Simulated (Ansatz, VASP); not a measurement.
One calculation of TiAl, two programs

```
CELL_PARAMETERS angstrom
2.80225 0.00000 0.00000
-1.40112 2.42682 0.00000
0.00000 0.00000 5.35497
ATOMIC_POSITIONS crystal
Ti 0.00000 0.00000 0.00000
Al 0.00000 0.00000 0.50000
```

Alike in both runs: functional PBE; k mesh 24 × 24 × 10; occupations gaussian, width 0.1 eV; no spin polarisation.

Ansatz relaxed the structure, and its values are those at the end. VASP's run is a single point on that final structure, the one shown.

|  | VASP | Ansatz |
| --- | --- | --- |
| version | VASP 6.6.1 | Ansatz 0.2.0 |
| potentials or method | VASP PAW PBE potentials, release 64 (Ti_sv, Al), cutoff 520 eV | scalar-relativistic, plane waves, PAW |
| valence electrons in the cell | 15 | 15 |

```csv
,VASP,Ansatz,Ansatz less VASP
gap on the k mesh at the Fermi level (eV),none,none,-
pressure (GPa),-0.1,0.0,+0.09
```

A gap of «none» marks a metal or a gap that the smearing closes. With one functional, cell and mesh, what is left measures potentials, basis and numerics.
